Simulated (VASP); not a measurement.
# KBr (Immm) in VASP: a series of runs

The runs below take KBr through single point, with PBE.

All numbers are computed with VASP 6.6.1; they aren't measurements. Logs are shortened: lines on timing, memory, paths and dates and some standing lists are left out, and cuts for length are marked.

### Step 1. The cell of the first run

The structure is orthorhombic, space group Immm (No. 71). The conventional cell has a = 4.524 Å, b = 4.791 Å, c = 6.775 Å, α = 90.00°, β = 90.00°, γ = 90.00°. Within 4.3 Å of K (site symmetry mmm) lie 6 Br at 3.29 to 3.39 Å. Br (site symmetry mmm) has 6 K at 3.29 to 3.39 Å within 4.3 Å.

### Step 2. Single point, PBE (uniaxial strain along a: -4.5 %)

The input, INCAR:

```
SYSTEM = KBr
PREC = Accurate
ENCUT = 520
EDIFF = 1E-6
ISMEAR = 0
SIGMA = 0.02
LREAL = .FALSE.
LASPH = .TRUE.
NELM = 100
ALGO = Normal
ISIF = 2
LWAVE = .FALSE.
LCHARG = .FALSE.
GGA = PE
NBANDS = 24
```

The input, KPOINTS:

```
regular mesh
0
G
  6 6 4
  0 0 0
```

The input, POSCAR:

```
KBr
1.0
    3.1992187188      3.1992187188      0.0000000000
   -3.3876543764      3.3876543764      0.0000000000
    0.0000000000      0.0000000000      6.7753087527
K Br
2 2
Direct
    0.0000000000      0.0000000000      0.0000000000
    0.5000000000      0.5000000000      0.5000000000
    0.5000000000      0.5000000000      0.0000000000
    0.0000000000      0.0000000000      0.5000000000
```

Potentials or basis: VASP PAW PBE potentials, release 64 (K_sv, Br).

Launch:

```
cat potpaw_PBE.64/K_sv/POTCAR potpaw_PBE.64/Br/POTCAR > POTCAR
mpirun -np 1 vasp_std > vasp.out
```

OUTCAR:

```text
SYSTEM = KBr
   PREC = Accurate
   ENCUT = 520
   EDIFF = 1E-6
   ISMEAR = 0
   LREAL = .FALSE.
   LASPH = .TRUE.
   NELM = 100
   ISIF = 2
   GGA = PE

 ion  position               nearest neighbor table
   1  0.000  0.000  0.000-   3 3.29   3 3.29   3 3.29   3 3.29
   2  0.500  0.500  0.500-   4 3.29   4 3.29   4 3.29   4 3.29
   3  0.500  0.500  0.000-   1 3.29   1 3.29   1 3.29   1 3.29
   4  0.000  0.000  0.500-   2 3.29   2 3.29   2 3.29   2 3.29

  LATTYP: Found a simple orthorhombic cell.
 ALAT       =     4.5243785011
 B/A-ratio  =     1.0589005236
 C/A-ratio  =     1.4975114816

  Lattice vectors:

 A1 = (   3.1992187188,   3.1992187188,   0.0000000000)
 A2 = (  -3.3876543764,   3.3876543764,   0.0000000000)
 A3 = (   0.0000000000,   0.0000000000,   6.7753087527)

Analysis of symmetry for initial positions (statically):
=====================================================================
 Subroutine PRICEL returns following result:

  LATTYP: Found a body centered orthorhombic cell.
 ALAT       =     4.5243785011
 B/A-ratio  =     1.0589005236
 C/A-ratio  =     1.4975114816

  Lattice vectors:

 A1 = (   0.0942178288,  -3.2934365476,  -3.3876543764)
 A2 = (  -0.0942178288,   3.2934365476,  -3.3876543763)
 A3 = (   3.2934365476,  -0.0942178288,   3.3876543764)

   2 primitive cells build up your supercell.

 Routine SETGRP: Setting up the symmetry group for a
 simple orthorhombic supercell.

 Subroutine GETGRP returns: Found  8 space group operations
 (whereof  8 operations were pure point group operations)
 out of a pool of  8 trial point group operations.

The static configuration has the point symmetry D_2h.

Analysis of symmetry for dynamics (positions and initial velocities):
=====================================================================
 Subroutine PRICEL returns following result:

  LATTYP: Found a body centered orthorhombic cell.
 ALAT       =     4.5243785011
 B/A-ratio  =     1.0589005236
 C/A-ratio  =     1.4975114816

  Lattice vectors:

 A1 = (   0.0942178288,  -3.2934365476,  -3.3876543764)
 A2 = (  -0.0942178288,   3.2934365476,  -3.3876543763)
 A3 = (   3.2934365476,  -0.0942178288,   3.3876543764)

   2 primitive cells build up your supercell.

 Routine SETGRP: Setting up the symmetry group for a
 simple orthorhombic supercell.

 Subroutine GETGRP returns: Found  8 space group operations
 (whereof  8 operations were pure point group operations)
 out of a pool of  8 trial point group operations.

The dynamic configuration has the point symmetry D_2h.

 Subroutine INISYM returns: Found  8 space group operations
 (whereof  8 operations are pure point group operations),
 and found     2 'primitive' translations

----------------------------------------------------------------------------------------

                                     Primitive cell

  volume of cell :      73.4298

  direct lattice vectors                    reciprocal lattice vectors
     0.094217829 -3.293436548 -3.387654376     0.147594750 -0.147594750 -0.147594750
    -0.094217829  3.293436548 -3.387654376     0.156288158  0.156288158 -0.147594750
     3.293436548 -0.094217829  3.387654376     0.303882908  0.008693408  0.000000000

  length of vectors
     4.725653761  4.725653761  4.725653761     0.255641606  0.265774692  0.304007232

  position of ions in fractional coordinates (direct lattice)
     0.000000000  0.000000000  0.000000000
     0.500000000  0.500000000  0.000000000

  ion indices of the primitive-cell ions
   primitive index   ion index
                 1           1
                 2           4

----------------------------------------------------------------------------------------

 KPOINTS: regular mesh

Automatic generation of k-mesh.
 Grid dimensions read from file:
 generate k-points for:    6    6    4

 Generating k-lattice:

  Cartesian coordinates                     Fractional coordinates (reciprocal lattice)
     0.026048026  0.026048026  0.000000000     0.166666667  0.000000000  0.000000000
    -0.024599125  0.024599125  0.000000000     0.000000000  0.166666667  0.000000000
     0.000000000  0.000000000  0.036898687     0.000000000  0.000000000  0.250000000

  Length of vectors
     0.036837472  0.034788416  0.036898687

  Shift w.r.t. Gamma in fractional coordinates (k-lattice)
     0.000000000  0.000000000  0.000000000

 Subroutine IBZKPT returns following result:
 ===========================================

 Found     48 irreducible k-points:

 Following reciprocal coordinates:
            Coordinates               Weight
  0.000000  0.000000  0.000000      1.000000
  0.166667  0.000000  0.000000      2.000000
  0.333333  0.000000  0.000000      2.000000
  0.500000  0.000000  0.000000      1.000000
  0.000000  0.166667  0.000000      2.000000
  0.166667  0.166667  0.000000      4.000000
[... 16 lines left out ...]
  0.333333  0.166667  0.250000      8.000000
  0.500000  0.166667  0.250000      4.000000
 [... further k-points ...]
   k-points           NKPTS =     48   k-points in BZ     NKDIM =     48   number of bands    NBANDS=     24
   number of dos      NEDOS =    301   number of ions     NIONS =      4
   total plane-waves  NPLWV =  64800
   dimension x,y,z NGX =    36 NGY =   36 NGZ =   50
   dimension x,y,z NGXF=    72 NGYF=   72 NGZF=  100
   ions per type =               2   2
   NGX,Y,Z   is equivalent  to a cutoff of  13.23, 12.49, 12.27 a.u.
   NGXF,Y,Z  is equivalent  to a cutoff of  26.46, 24.98, 24.54 a.u.
 SYSTEM =  KBr
   PREC   = accura    normal or accurate (medium, high low for compatibility)
   ISTART =      0    job   : 0-new  1-cont  2-samecut
   ICHARG =      2    charge: 1-file 2-atom 10-const
   ISPIN  =      1    spin polarized calculation?
   LNONCOLLINEAR =      F non collinear calculations
   LSORBIT =      F    spin-orbit coupling
   LASPH  =      T    aspherical Exc in radial PAW
   ENCUT  =  520.0 eV  38.22 Ry    6.18 a.u.   8.41  8.91 12.60*2*pi/ulx,y,z
   NELM   =    100;   NELMIN=  2; NELMDL= -5     # of ELM steps
   EDIFF  = 0.1E-05   stopping-criterion for ELM
   LREAL  =      F    real-space projection
   EDIFFG = 0.1E-04   stopping-criterion for IOM
   NSW    =      0    number of steps for IOM
   IBRION =     -1    ionic relax: 0-MD 1-quasi-New 2-CG
   NFREE  =      0    steps in history (QN), initial steepest desc. (CG)
   ISIF   =      2    stress and relaxation
   ISYM   =      2    0-nonsym 1-usesym 2-fastsym
   POTIM  = 0.5000    time-step for ionic-motion
   TEBEG  =    0.0;   TEEND  =   0.0 temperature during run
   PSTRESS=    0.0 pullay stress
   NELECT =      32.0000    total number of electrons
   NUPDOWN=      -1.0000    fix difference up-down
   EMIN   =  10.00;   EMAX   =-10.00  energy-range for DOS
   EFERMI =   0.00;   METHOD = LEGACY
   ISMEAR =     0;   SIGMA  =   0.02  broadening in eV -4-tet -1-fermi 0-gaus
   EFERMI_NEDOS =   21; number of points for ismear=-14 and -15
   IALGO  =     38    algorithm
   IMIX   =      4    mixing-type and parameters
     AMIX     =   0.40;   BMIX     =  1.00
     AMIX_MAG =   1.60;   BMIX_MAG =  1.00
  volume/ion in A,a.u.               =      36.71       247.76
  Fermi-wavevector in a.u.,A,eV,Ry     =   0.985124  1.861614 13.204029  0.970469
  Thomas-Fermi vector in A             =   2.116407
   LORBIT       =      0    0 simple, 1 ext, 2 COOP (PROOUT), +10 PAW based schemes
   GGA     = PE    functional components
   LHFCALC =     F    Hartree Fock is set to
   AEXX    =    0.0000 exact exchange contribution
   IVDW    =     0    specifies the selected vdW correction
   LEPSILON=     F    determine dielectric tensor
   LRPA    =     F    only Hartree local field effects (RPA)
 non-spin polarized calculation
 Gauss-broadening in eV      SIGMA  =   0.02
  energy-cutoff  :      520.00
  volume of cell :      146.86
 maximum number of plane-waves:      3988
 NGX is ok and might be reduce to    36
   NGX = 17   NGY = 17   NGZ = 25

 number of electron      31.9999996 magnetization

 Free energy of the ion-electron system (eV)
  ---------------------------------------------------
  ext. energy  EPLUGINS =         0.00000000
  ---------------------------------------------------
  free energy    TOTEN  =       -12.42678887 eV

  energy without entropy =      -12.42678887  energy(sigma->0) =      -12.42678887

 E-fermi :  -1.6290     XC(G=0):  -7.2852

 val. band max:       -1.7445187483   @ k =   0.0000   0.0000   0.0000
 cond. band min:       2.5461834786   @ k =   0.0000   0.0000   0.0000
 fundamental gap:      4.2907022269
 Fermi energy:        -1.6290352342

 k-point     1 :       0.0000    0.0000    0.0000
  band No.  band energies     occupation
      1     -29.6564      2.00000
      2     -29.6505      2.00000
      3     -14.0871      2.00000
      4     -13.9992      2.00000
      5     -13.2133      2.00000
      6     -13.1609      2.00000
[... 16 lines left out ...]
     23       6.5316      0.00000
     24       6.6672      0.00000

 k-point     2 :       0.1667    0.0000    0.0000
  band No.  band energies     occupation
      1     -29.6553      2.00000
      2     -29.6502      2.00000
      3     -14.1224      2.00000
      4     -14.0506      2.00000
      5     -13.2063      2.00000
      6     -13.1547      2.00000
[... 16 lines left out ...]
     23       6.7513      0.00000
     24       6.9030      0.00000

 k-point     3 :       0.3333    0.0000    0.0000
  band No.  band energies     occupation
      1     -29.6529      2.00000
      2     -29.6500      2.00000
      3     -14.1816      2.00000
      4     -14.1435      2.00000
      5     -13.1885      2.00000
      6     -13.1486      2.00000
[... 16 lines left out ...]
     23       6.8316      0.00000
     24       7.4018      0.00000
[... 514 lines left out ...]
 k-point    23 :       0.3333    0.1667    0.2500
  band No.  band energies     occupation
      1     -29.6520      2.00000
      2     -29.6502      2.00000
      3     -14.1804      2.00000
      4     -14.1566      2.00000
      5     -13.1726      2.00000
      6     -13.1534      2.00000
[... 16 lines left out ...]
     23       7.2249      0.00000
     24       7.4347      0.00000

 k-point    24 :       0.5000    0.1667    0.2500
  band No.  band energies     occupation
      1     -29.6504      2.00000
      2     -29.6504      2.00000
      3     -14.1822      2.00000
      4     -14.1822      2.00000
      5     -13.1571      2.00000
      6     -13.1571      2.00000
[... 16 lines left out ...]
     23       7.7027      0.00000
     24       7.7029      0.00000

 [... further k-points ...]

------------------------ aborting loop because EDIFF is reached ----------------------------------------

  FORCE on cell =-STRESS in cart. coord.  units (eV):
  Direction    XX          YY          ZZ          XY          YZ          ZX
  --------------------------------------------------------------------------------------
  -------------------------------------------------------------------------------------
  Total        0.6384528      0.6384528     -0.1038677      0.2743752      0.0000000      0.0000000
  in kB        6.9652591      6.9652591     -1.1331545      2.9933217      0.0000000      0.0000000
  external PRESSURE =       4.2657879 kB  Pullay stress =       0.0000000 kB

 VOLUME and BASIS-vectors are now :
 -----------------------------------------------------------------------------
  energy-cutoff  :      520.00
  volume of cell :      146.86
      direct lattice vectors                 reciprocal lattice vectors
     3.199218719  3.199218719  0.000000000     0.156288158  0.156288158  0.000000000
    -3.387654376  3.387654376  0.000000000    -0.147594750  0.147594750  0.000000000
     0.000000000  0.000000000  6.775308753     0.000000000  0.000000000  0.147594750

 POSITION                                       TOTAL-FORCE (eV/Angst)
 -----------------------------------------------------------------------------------
      0.00000      0.00000      0.00000        -0.000000      0.000000      0.000000
     -0.09422      3.29344      3.38765         0.000000      0.000000     -0.000000
     -0.09422      3.29344      0.00000         0.000000     -0.000000      0.000000
      0.00000      0.00000      3.38765        -0.000000      0.000000      0.000000
 -----------------------------------------------------------------------------------
    total drift:                               -0.000000      0.000000      0.000000

  FREE ENERGIE OF THE ION-ELECTRON SYSTEM (eV)
  ---------------------------------------------------
  free  energy   TOTEN  =       -12.4267888696 eV

  energy  without entropy=      -12.4267888696  energy(sigma->0) =      -12.42678887
```

It took 4.7 min on 1 thread of Oxide Virtual Turin-like, shared host; peak memory 0.28 GiB.

Results:

```
Free energy            : -12.4268 eV
Pressure               : 0.4 GPa
Band gap on the k mesh : 4.29 eV
```

Levels at points of the mesh, in eV from the valence-band top:
| k point | band 13 | band 14 | band 15 | band 16 | band 17 | band 18 | band 19 | band 20 |
| --- | --- | --- | --- | --- | --- | --- | --- | --- |
| (0.00, 0.00, 0.00) | -0.23 | -0.13 | -0.09 | 0.00 | 4.29 | 5.82 | 7.04 | 7.36 |
| (0.50, 0.00, 0.00) | -0.46 | -0.46 | -0.46 | -0.46 | 6.79 | 6.79 | 7.29 | 7.29 |
| (0.00, 0.50, 0.00) | -0.50 | -0.50 | -0.29 | -0.29 | 6.64 | 6.64 | 7.42 | 7.42 |
| (0.50, 0.50, 0.00) | -0.38 | -0.38 | -0.35 | -0.35 | 5.80 | 5.80 | 7.04 | 7.04 |
| (0.00, 0.00, 0.50) | -0.29 | -0.29 | -0.13 | -0.13 | 5.74 | 5.74 | 6.47 | 6.47 |
| (0.50, 0.00, 0.50) | -0.47 | -0.47 | -0.40 | -0.40 | 6.46 | 6.46 | 8.13 | 8.13 |
| (0.00, 0.50, 0.50) | -0.39 | -0.39 | -0.29 | -0.29 | 6.47 | 6.47 | 7.97 | 7.97 |
| (0.50, 0.50, 0.50) | -0.62 | -0.62 | -0.55 | -0.55 | 7.21 | 7.21 | 7.24 | 7.24 |

Caveat: the cell differs from its parent crystal (uniaxial strain along a: -4.5 %). A k mesh can miss the band edges.

### Step 3. Single point, PBE (uniaxial strain along a: -4.5 %, then relaxed in part)

The input, INCAR:

```
SYSTEM = KBr
ALGO = Normal
EDIFF = 1E-6
ENCUT = 520
GGA = PE
ISIF = 2
ISMEAR = 0
LASPH = .TRUE.
LCHARG = .TRUE.
LELF = .TRUE.
LREAL = .FALSE.
LVHAR = .TRUE.
LWAVE = .FALSE.
NBANDS = 24
NELM = 80
PREC = Accurate
SIGMA = 0.02
```

The input, KPOINTS:

```
k-points
0
G
  6 6 4
  0 0 0
```

POSCAR, as its differences from that of step 2:

```diff
@@ -3,4 +3,4 @@
     3.1992187188      3.1992187188      0.0000000000
-   -3.3876543764      3.3876543764      0.0000000000
-    0.0000000000      0.0000000000      6.7753087527
+   -3.4368570874      3.4368570874      0.0000000000
+    0.0000000000      0.0000000000      6.7246846883
 K Br
```

Potentials or basis: VASP PAW PBE potentials, release 64 (K_sv, Br).

Launch:

```
cat potpaw_PBE.64/K_sv/POTCAR potpaw_PBE.64/Br/POTCAR > POTCAR
mpirun -np 1 vasp_std > vasp.out
```

It took 4.8 min on 1 thread of Oxide Virtual Turin-like, shared host; peak memory 0.29 GiB.

Results (log left out):

| Quantity | Value |
| --- | --- |
| Free energy | -12.4301 eV |
| Pressure | 0.3 GPa |
| Band gap on the k mesh | 4.25 eV |

Stress tensor (GPa, compression positive):
```
0.42 0.38 0.00
0.38 0.42 0.00
0.00 0.00 0.02
```

Levels at points of the mesh, in eV from the valence-band top:
```
           k point  band 12  band 13  band 14  band 15  band 16  band 17  band 18  band 19  band 20  band 21
(0.00, 0.00, 0.00)    -0.46    -0.24    -0.16    -0.10     0.00     4.25     5.80     7.01     7.26     7.46
(0.50, 0.00, 0.00)    -0.99    -0.48    -0.48    -0.46    -0.46     6.77     6.77     7.25     7.25     8.66
(0.00, 0.50, 0.00)    -0.97    -0.51    -0.51    -0.27    -0.27     6.59     6.59     7.41     7.41     8.66
(0.50, 0.50, 0.00)    -0.87    -0.38    -0.38    -0.36    -0.36     5.80     5.80     6.99     6.99     9.19
(0.00, 0.00, 0.50)    -0.75    -0.33    -0.33    -0.13    -0.13     5.68     5.68     6.47     6.47     8.66
(0.50, 0.00, 0.50)    -1.20    -0.49    -0.49    -0.41    -0.41     6.43     6.43     8.10     8.10     9.49
(0.00, 0.50, 0.50)    -1.23    -0.40    -0.40    -0.28    -0.28     6.44     6.44     7.89     7.89     9.36
(0.50, 0.50, 0.50)    -0.70    -0.62    -0.62    -0.58    -0.58     7.21     7.21     7.25     7.25     8.03
```

Caveat: the cell differs from its parent crystal (uniaxial strain along a: -4.5 %, then relaxed in part).

### Step 4. Single point, PBE

This run uses another cell than the first one, of 36.97 Å³/atom.

The input, INCAR:

```
PREC = Accurate ; ENCUT = 520
EDIFF = 1E-7 ; ISMEAR = 0
SIGMA = 0.02 ; LREAL = F
LASPH = T ; NELM = 80
ALGO = Normal ; ISIF = 2
LWAVE = F ; LCHARG = F
GGA = PE ; NBANDS = 24
```

The input, KPOINTS:

```
regular mesh
0
Gamma
  6 6 4
```

POSCAR is that of step 3.

Launch:

```
cat potpaw_PBE.64/K_sv/POTCAR potpaw_PBE.64/Br/POTCAR > POTCAR
mpirun -np 1 vasp_std > vasp.out
```

Run time: 4.9 min. Hardware: 1 thread of Oxide Virtual Turin-like, shared host; peak memory 0.29 GiB.

It converged, with:

- Free energy: -12.4301 eV
- Pressure: 0.3 GPa
- Band gap on the k mesh: 4.25 eV

Stress tensor (GPa, compression positive):
```
0.42 0.38 0.00
0.38 0.42 0.00
0.00 0.00 0.02
```

Levels at points of the mesh, in eV from the valence-band top:
| k point | band 14 | band 15 | band 16 | band 17 | band 18 | band 19 |
| --- | --- | --- | --- | --- | --- | --- |
| (0.00, 0.00, 0.00) | -0.16 | -0.10 | 0.00 | 4.25 | 5.80 | 7.01 |
| (0.50, 0.00, 0.00) | -0.48 | -0.46 | -0.46 | 6.77 | 6.77 | 7.25 |
| (0.00, 0.50, 0.00) | -0.51 | -0.27 | -0.27 | 6.59 | 6.59 | 7.41 |
| (0.50, 0.50, 0.00) | -0.38 | -0.36 | -0.36 | 5.80 | 5.80 | 6.99 |
| (0.00, 0.00, 0.50) | -0.33 | -0.13 | -0.13 | 5.68 | 5.68 | 6.47 |
| (0.50, 0.00, 0.50) | -0.49 | -0.41 | -0.41 | 6.43 | 6.43 | 8.10 |
| (0.00, 0.50, 0.50) | -0.40 | -0.28 | -0.28 | 6.44 | 6.44 | 7.89 |
| (0.50, 0.50, 0.50) | -0.62 | -0.58 | -0.58 | 7.21 | 7.21 | 7.25 |

A k mesh can miss the band edges.
